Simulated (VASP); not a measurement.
# ZnCd2Se3: relaxation of cell and atoms with PBE

ZnCd2Se3:

```xyz
6
Lattice="9.0198 0.0000 0.0000 -4.5099 7.8113 0.0000 0.0000 0.0000 3.0097" Properties=species:S:1:pos:R:3 pbc="T T T"
Zn    0.0000    0.0000    1.5048
Cd    0.0000    5.2076    1.5048
Cd    4.5099    2.6038    1.5048
Se    4.5099    0.0000    1.5048
Se   -2.2549    3.9057    1.5048
Se    2.2549    3.9057    1.5048
```

* Program: VASP 6.6.1
* Task: relaxation of cell and atoms
* Functional: PBE
* Potentials or basis: VASP PAW PBE potentials, release 64 (Zn, Cd, Se)
* Cutoff: 600 eV
* k mesh: 3 × 3 × 6
* Occupations: gaussian, width 0.1 eV
* Spin: no spin polarisation
* Dipole correction: no
* Further INCAR settings: ALGO = Normal; EDIFF = 1e-06; IBRION = 2; EDIFFG = -0.04; NSW = 90; ISIF = 3

```json
{
  "Relaxed volume": "36.48 Å³/atom",
  "Relaxed cell": "a = 9.644 Å, b = 9.644 Å, c = 2.718 Å, α = 90.00°, β = 90.00°, γ = 120.00°",
  "Space group after relaxing (to 0.05 Å)": "P6/mmm (No. 191)",
  "Energy gained by relaxing": "67.1 meV/atom",
  "Ionic steps": "10",
  "Pressure after relaxing": "-0.1 GPa",
  "Band gap on the k mesh": "zero (band 27 reaches 1.79 eV, above the bottom of band 28 at -0.72 eV)"
}
```

Stress tensor (GPa, compression positive):
```
-0.11  0.00  0.00
 0.00 -0.11  0.00
 0.00  0.00  0.07
```

The path:
```tsv
step	energy change (eV)	largest force (eV/Å)	pressure (GPa)	volume (Å³)
1	0.0000	0.0000	0.54	212.05
2	-0.1499	0.0000	-0.26	215.58
3	-0.2217	0.0000	-0.59	218.09
4	-0.3791	0.0000	-0.81	222.64
5	-0.0291	0.0000	1.43	229.76
6	-0.3897	0.0000	-0.72	223.65
7	-0.3905	0.0000	-0.68	223.89
8	-0.3885	0.0000	0.50	216.81
9	-0.3996	0.0000	-0.15	220.45
10	-0.4025	0.0000	-0.05	218.89
```

Final structure:
```xyz
6
Lattice="9.6440 0.0000 0.0000 -4.8220 8.3519 0.0000 0.0000 0.0000 2.7175" Properties=species:S:1:pos:R:3 pbc="T T T"
Zn   -4.8220    8.3519    1.3588
Cd    0.0000    5.5680    1.3588
Cd    4.8220    2.7840    1.3588
Se    0.0000    8.3519    1.3588
Se   -2.4110    4.1760    1.3588
Se    2.4110    4.1760    1.3588
```

Levels at points of the mesh, in eV from the Fermi level:
| k point | band 23 | band 24 | band 25 | band 26 | band 27 | band 28 | band 29 | band 30 | band 31 | band 32 |
| --- | --- | --- | --- | --- | --- | --- | --- | --- | --- | --- |
| (0.00, 0.00, 0.00) | -3.31 | -2.48 | -2.48 | -2.34 | 1.51 | 1.51 | 2.15 | 2.15 | 2.21 | 4.03 |
| (0.00, 0.00, 0.50) | -1.35 | -1.35 | -0.10 | -0.10 | -0.01 | 0.17 | 0.33 | 0.43 | 1.57 | 2.67 |

It used 2000 s of CPU time on 1 thread of AMD EPYC 7R13 Processor (Zen 3) (shared host).
